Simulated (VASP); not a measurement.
# Ni in VASP: single point with PBE+D3(BJ)

Aim: the single point of Ni with PBE+D3(BJ).

All numbers are computed with VASP 6.6.1; they aren't measurements. Logs are shortened: lines on timing, memory, paths and dates and some standing lists are left out, and cuts for length are marked.

## (1) The cell of the first run

The cell holds a slab with vacuum, 10 atoms: a = 3.478 Å, b = 3.478 Å, c = 23.956 Å, α = 90.00°, β = 90.00°, γ = 90.00°.

## (2) Single point, PBE+D3(BJ), collinear spin, ferromagnetic start

Contents of INCAR:

```
PREC = Accurate ; ENCUT = 520
EDIFF = 1E-6 ; ISMEAR = 0
SIGMA = 0.1 ; LREAL = F
LASPH = T ; NELM = 150
ALGO = Normal ; ISIF = 2
LWAVE = F ; LCHARG = F
ISPIN = 2 ; MAGMOM = 0.74 0.74 0.74 0.74 0.74 0.74 0.74 0.74 0.74 0.74
LORBIT = 11 ; LMAXMIX = 4
LDIPOL = T ; IDIPOL = 3
DIPOL = 0.5 0.5 0.501 ; GGA = PE
IVDW = 12 ; NBANDS = 65
```

Contents of KPOINTS:

```
Automatic mesh
0
Gamma
  8 8 1
```

Contents of POSCAR:

```
Ni
1.0
    3.4781861089      0.0000000000      0.0000000000
    0.0000000000      3.4781861089      0.0000000000
    0.0000000000      0.0000000000     23.9563722178
Ni
10
Direct
    0.0000000000      0.5000000000      0.3548116519
    0.5000000000      0.0000000000      0.3548116519
    0.5000000000      0.5000000000      0.4274058259
    0.0000000000      0.0000000000      0.4274058259
    0.0000000000      0.5000000000      0.5007587146
    0.5000000000      0.0000000000      0.5007587146
    0.5000000000      0.5000000000      0.5742390338
    0.0000000000      0.0000000000      0.5742390338
    0.0000000000      0.5000000000      0.6455701717
    0.5000000000      0.0000000000      0.6455701717
```

Potentials or basis: VASP PAW PBE potentials, release 64 (Ni).

On the command line:

```console
cat potpaw_PBE.64/Ni/POTCAR > POTCAR
mpirun -np 1 vasp_std > vasp.out
```

OUTCAR:

```text
PREC = Accurate
   ENCUT = 520
   EDIFF = 1E-6
   ISMEAR = 0
   LREAL = F
   LASPH = T
   NELM = 150
   ISIF = 2
   ISPIN = 2
   LORBIT = 11
   GGA = PE
   IVDW = 12
 IVDW          = 12

 ion  position               nearest neighbor table
   1  0.000  0.500  0.355-   3 2.46   4 2.46   4 2.46   3 2.46   2 2.46   2 2.46   2 2.46   2 2.46

   2  0.500  0.000  0.355-   3 2.46   4 2.46   3 2.46   4 2.46   1 2.46   1 2.46   1 2.46   1 2.46

   3  0.500  0.500  0.427-   1 2.46   2 2.46   2 2.46   1 2.46   4 2.46   4 2.46   4 2.46   4 2.46
                             5 2.47   6 2.47   5 2.47   6 2.47
   4  0.000  0.000  0.427-   1 2.46   2 2.46   1 2.46   2 2.46   3 2.46   3 2.46   3 2.46   3 2.46
                             5 2.47   6 2.47   6 2.47   5 2.47
   5  0.000  0.500  0.501-   6 2.46   6 2.46   6 2.46   6 2.46   4 2.47   3 2.47   3 2.47   4 2.47
                             7 2.47   8 2.47   7 2.47   8 2.47
   6  0.500  0.000  0.501-   5 2.46   5 2.46   5 2.46   5 2.46   4 2.47   4 2.47   3 2.47   3 2.47
                             7 2.47   8 2.47   8 2.47   7 2.47
   7  0.500  0.500  0.574-   9 2.44  10 2.44  10 2.44   9 2.44   8 2.46   8 2.46   8 2.46   8 2.46
                             5 2.47   6 2.47   6 2.47   5 2.47
   8  0.000  0.000  0.574-   9 2.44  10 2.44   9 2.44  10 2.44   7 2.46   7 2.46   7 2.46   7 2.46
                             6 2.47   5 2.47   6 2.47   5 2.47
   9  0.000  0.500  0.646-   7 2.44   8 2.44   8 2.44   7 2.44  10 2.46  10 2.46  10 2.46  10 2.46
[... 9 lines left out ...]
 A1 = (   3.4781861089,   0.0000000000,   0.0000000000)
 A2 = (   0.0000000000,   3.4781861089,   0.0000000000)
 A3 = (   0.0000000000,   0.0000000000,  23.9563722178)

Analysis of symmetry for initial positions (statically):
=====================================================================
 Subroutine PRICEL returns following result:

  LATTYP: Found a simple tetragonal cell.
 ALAT       =     2.4594489838
 C/A-ratio  =     9.7405444778
[... 12 lines left out ...]
 Subroutine GETGRP returns: Found  8 space group operations
 (whereof  8 operations were pure point group operations)
 out of a pool of 16 trial point group operations.

The static configuration has the point symmetry C_4v.

Analysis of symmetry for dynamics (positions and initial velocities):
=====================================================================
 Subroutine PRICEL returns following result:

  LATTYP: Found a simple tetragonal cell.
 ALAT       =     2.4594489838
 C/A-ratio  =     9.7405444778
[... 12 lines left out ...]
 Subroutine GETGRP returns: Found  8 space group operations
 (whereof  8 operations were pure point group operations)
 out of a pool of 16 trial point group operations.

The dynamic configuration has the point symmetry C_4v.

Analysis of structural, dynamic, and magnetic symmetry:
=====================================================================
 Subroutine PRICEL returns following result:

  LATTYP: Found a simple tetragonal cell.
 ALAT       =     2.4594489838
 C/A-ratio  =     9.7405444778
[... 12 lines left out ...]
 Subroutine GETGRP returns: Found  8 space group operations
 (whereof  8 operations were pure point group operations)
 out of a pool of 16 trial point group operations.

The overall configuration has the point symmetry C_4v.

 Subroutine INISYM returns: Found  8 space group operations
 (whereof  8 operations are pure point group operations),
 and found     2 'primitive' translations

----------------------------------------------------------------------------------------

                                     Primitive cell

  volume of cell :     144.9094

  direct lattice vectors                    reciprocal lattice vectors
     1.739093054 -1.739093054  0.000000000     0.287506180 -0.287506180  0.000000000
     1.739093054  1.739093054  0.000000000     0.287506180  0.287506180  0.000000000
     0.000000000  0.000000000 23.956372218     0.000000000  0.000000000  0.041742547

  length of vectors
     2.459448984  2.459448984 23.956372218     0.406595138  0.406595138  0.041742547

  position of ions in fractional coordinates (direct lattice)
     0.500000000  0.500000000  0.354811652
     0.000000000  0.000000000  0.427405826
     0.500000000  0.500000000  0.500758715
     0.000000000  0.000000000  0.574239034
     0.500000000  0.500000000  0.645570172

  ion indices of the primitive-cell ions
   primitive index   ion index
                 1           1
                 2           3
                 3           5
                 4           7
                 5           9

----------------------------------------------------------------------------------------

 KPOINTS: Automatic mesh
[... 67 lines left out ...]
   TEBEG  =    0.0;   TEEND  =   0.0 temperature during run
   PSTRESS=    0.0 pullay stress
   NELECT =     100.0000    total number of electrons
   NUPDOWN=      -1.0000    fix difference up-down
   EMIN   =  10.00;   EMAX   =-10.00  energy-range for DOS
   EFERMI =   0.00;   METHOD = LEGACY
   ISMEAR =     0;   SIGMA  =   0.10  broadening in eV -4-tet -1-fermi 0-gaus
   EFERMI_NEDOS =   21; number of points for ismear=-14 and -15
   IALGO  =     38    algorithm
   IMIX   =      4    mixing-type and parameters
     AMIX     =   0.40;   BMIX     =  1.00
     AMIX_MAG =   1.60;   BMIX_MAG =  1.00
  volume/ion in A,a.u.               =      28.98       195.58
  Fermi-wavevector in a.u.,A,eV,Ry     =   1.148240  2.169859 17.938665  1.318455
  Thomas-Fermi vector in A             =   2.284916
   LORBIT       =     11    0 simple, 1 ext, 2 COOP (PROOUT), +10 PAW based schemes
   GGA     = PE    functional components
   LHFCALC =     F    Hartree Fock is set to
   AEXX    =    0.0000 exact exchange contribution
   IVDW    =    12    specifies the selected vdW correction
   LEPSILON=     F    determine dielectric tensor
   LRPA    =     F    only Hartree local field effects (RPA)
 spin polarized calculation
 Gauss-broadening in eV      SIGMA  =   0.10
  energy-cutoff  :      520.00
  volume of cell :      289.82
 maximum number of plane-waves:      7897
 NGX is ok and might be reduce to    28
   NGX = 13   NGY = 13   NGZ = 89

 number of electron     100.0000000 magnetization       7.4000000

 dipolmoment           0.000000      0.000000      0.059867 electrons x Angstroem

 number of electron      99.9999925 magnetization       6.5894008

 dipolmoment           0.000000      0.000000     -0.000025 electrons x Angstroem

 Free energy of the ion-electron system (eV)
  ---------------------------------------------------
  ext. energy  EPLUGINS =         0.00000000
  ---------------------------------------------------
  free energy    TOTEN  =       -51.36949952 eV

  energy without entropy =      -51.28647613  energy(sigma->0) =      -51.32798783

 E-fermi :   0.5154     XC(G=0):  -5.7301

 val. band max:        0.5088581115   @ k =   0.2500   0.1250   0.0000
 cond. band min:       0.5251487702   @ k =   0.3750   0.1250   0.0000
 fundamental gap:      0.0162906586
 Fermi energy:         0.5153640613

 spin component 1

 k-point     1 :       0.0000    0.0000    0.0000
  band No.  band energies     occupation
      1      -8.2595      1.00000
      2      -7.0475      1.00000
      3      -5.3624      1.00000
      4      -4.1945      1.00000
      5      -4.1571      1.00000
      6      -4.1265      1.00000
[... 964 lines left out ...]
     61       5.1465      0.00000
     62       5.1465      0.00000
 Fermi energy:         0.5153640613

 spin component 2

 k-point     1 :       0.0000    0.0000    0.0000
  band No.  band energies     occupation
      1      -8.2923      1.00000
      2      -7.0699      1.00000
      3      -5.3431      1.00000
      4      -4.0142      1.00000
      5      -3.8556      1.00000
      6      -3.7467      1.00000
[... 964 lines left out ...]
     61       5.4302      0.00000
     62       5.4302      0.00000
 [bands above 62 left out]

------------------------ aborting loop because EDIFF is reached ----------------------------------------

 vacuum level on the upper side and lower side of the slab       (xc-potential included)         0.012        -0.004

 Edisp (eV)   -3.60163

 E8    (eV) :    -1.6138

  FORCE on cell =-STRESS in cart. coord.  units (eV):
  Direction    XX          YY          ZZ          XY          YZ          ZX
  --------------------------------------------------------------------------------------
  -------------------------------------------------------------------------------------
  Total      -3.37652    -3.37652    -0.57873     0.00000     0.00000     0.00000
  in kB     -18.66607   -18.66607    -3.19936     0.00000     0.00000     0.00000
  external pressure =      -13.51 kB  Pullay stress =        0.00 kB

 VOLUME and BASIS-vectors are now :
 -----------------------------------------------------------------------------
  energy-cutoff  :      520.00
  volume of cell :      289.82
      direct lattice vectors                 reciprocal lattice vectors
     3.478186109  0.000000000  0.000000000     0.287506180  0.000000000  0.000000000
     0.000000000  3.478186109  0.000000000     0.000000000  0.287506180  0.000000000
     0.000000000  0.000000000 23.956372218     0.000000000  0.000000000  0.041742547

 POSITION                                       TOTAL-FORCE (eV/Angst)
 -----------------------------------------------------------------------------------
      0.00000      1.73909      8.50000         0.000000      0.000000      0.159073
      1.73909      0.00000      8.50000         0.000000      0.000000      0.159073
      1.73909      1.73909     10.23909         0.000000     -0.000000     -0.158776
      0.00000      0.00000     10.23909        -0.000000      0.000000     -0.158776
      0.00000      1.73909     11.99636         0.000000      0.000000      0.001116
      1.73909      0.00000     11.99636         0.000000     -0.000000      0.001116
      1.73909      1.73909     13.75668         0.000000     -0.000000     -0.010746
      0.00000      0.00000     13.75668        -0.000000      0.000000     -0.010746
      0.00000      1.73909     15.46552         0.000000      0.000000      0.009335
      1.73909      0.00000     15.46552         0.000000     -0.000000      0.009335
 -----------------------------------------------------------------------------------
    total drift:                                0.000000      0.000000     -0.002648

  FREE ENERGIE OF THE ION-ELECTRON SYSTEM (eV)
  ---------------------------------------------------
  free  energy   TOTEN  =       -54.9711264901 eV

  energy  without entropy=      -54.8881031041  energy(sigma->0) =      -54.92961480

 vacuum level on the upper side and lower side of the slab         5.398         5.412

 total charge

# of ion       s       p       d       tot
------------------------------------------
    1        0.482   0.356   8.327   9.165
    2        0.482   0.356   8.327   9.165
    3        0.506   0.520   8.327   9.353
    4        0.506   0.520   8.327   9.353
    5        0.508   0.517   8.328   9.353
    6        0.508   0.517   8.328   9.353
    7        0.509   0.528   8.330   9.368
    8        0.509   0.528   8.330   9.368
    9        0.487   0.364   8.331   9.182
   10        0.487   0.364   8.331   9.182
--------------------------------------------------
tot          4.985   4.571  83.288  92.843

 magnetization (x)

# of ion       s       p       d       tot
------------------------------------------
    1       -0.002  -0.019   0.750   0.728
    2       -0.002  -0.019   0.750   0.728
    3       -0.008  -0.025   0.669   0.636
    4       -0.008  -0.025   0.669   0.636
    5       -0.007  -0.027   0.672   0.638
    6       -0.007  -0.027   0.672   0.638
    7       -0.008  -0.026   0.669   0.636
    8       -0.008  -0.026   0.669   0.636
    9       -0.002  -0.019   0.747   0.725
   10       -0.002  -0.019   0.747   0.725
--------------------------------------------------
tot         -0.054  -0.233   7.015   6.728
```

Run time: 39 min. Hardware: 1 thread of Oxide Virtual Turin-like, shared host; peak memory 0.69 GiB.

Results:

```yaml
Free_energy: -54.9711 eV
Largest_force: 0.159 eV/Å
Net_moment: 6.59 μB per cell
Site_moments: Ni +0.73, +0.64, +0.72 (each value once) μB
Valence_electrons_inside_the_program's_atomic_spheres: Ni 9.16, 9.35, 9.37, 9.18 (each value once)
Dispersion_energy_per_atom: -0.360 eV
```

Forces on the atoms (eV/Å):
```
Ni   0.000  0.000  0.159
Ni   0.000  0.000  0.159
Ni   0.000  0.000 -0.159
Ni   0.000  0.000 -0.159
Ni   0.000  0.000  0.001
Ni   0.000  0.000  0.001
Ni   0.000  0.000 -0.011
Ni   0.000  0.000 -0.011
Ni   0.000  0.000  0.009
Ni   0.000  0.000  0.009
```

Levels at points of the mesh, in eV from the Fermi level:
Spin up:
```
           k point  band 50  band 51  band 52  band 53  band 54  band 55  band 56  band 57  band 58  band 59
(0.00, 0.00, 0.00)    -0.47    -0.44    -0.43    -0.18    -0.17     0.50     1.81     3.33     3.33     4.70
(0.50, 0.00, 0.00)    -0.90    -0.58    -0.58    -0.43    -0.43     0.60     0.60     2.29     2.29     4.41
(0.50, 0.50, 0.00)    -0.61     0.20     0.20     0.63     0.63     0.97     0.97     1.00     1.00     1.10
```
Spin down:
```csv
k point,band 43,band 44,band 45,band 46,band 47,band 48,band 49,band 50
"(0.00, 0.00, 0.00)",0.07,0.08,0.08,0.17,0.20,0.36,0.36,0.36
"(0.50, 0.00, 0.00)",-0.65,-0.65,-0.55,-0.55,-0.28,-0.28,-0.03,-0.03
"(0.50, 0.50, 0.00)",0.07,0.07,0.08,0.08,0.10,0.10,0.21,0.21
```
